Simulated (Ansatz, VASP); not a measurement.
Two plane-wave programs on CdS

```xyz
4
Lattice="4.1646 0.0000 0.0000 -2.0823 3.6067 0.0000 0.0000 0.0000 6.7660" Properties=species:S:1:pos:R:3 pbc="T T T"
Cd    0.0000    2.4044   -0.0065
Cd    2.0823    1.2022    3.3765
S     0.0000    2.4044    2.5438
S     2.0823    1.2022    5.9268
```

Alike in both runs: task single point; functional PBEsol; k mesh 8 × 8 × 1; no spin polarisation.

|  | VASP | Ansatz |
| --- | --- | --- |
| version | VASP 6.6.1 | Ansatz 0.2.0 |
| potentials or method | VASP PAW PBE potentials, release 64 (Cd, S) | plane waves |
| plane-wave cutoff (eV) | 520 | 420 |
| occupations | gaussian, width 0.01 eV | fixed |
| valence electrons in the cell | 36 | 52 |

VASP gave:

```
gap on the k mesh at the Fermi level (eV)                     : 1.06
pressure (GPa)                                                : -1.8
traceless stress, the component that is largest in VASP (GPa) : -2.93
rms of the force components (eV/Å)                            : 0.083
```

**Question.** What did Ansatz give for the same quantities?

**Answer.** gap on the k mesh at the Fermi level (eV): 1.06; pressure (GPa): -2.1; traceless stress, the component that is largest in VASP (GPa): -2.94; rms of the force components (eV/Å): 0.084.

VASP's potentials were made for PBE, not for PBEsol. Atom by atom the forces differ by 0.001 eV/Å (rms over components). VASP's potentials hold 36 valence electrons a cell and Ansatz's 52, so a difference there can come from the potentials and not from the codes.

The k mesh is coarse, so the values compare programs but aren't converged.
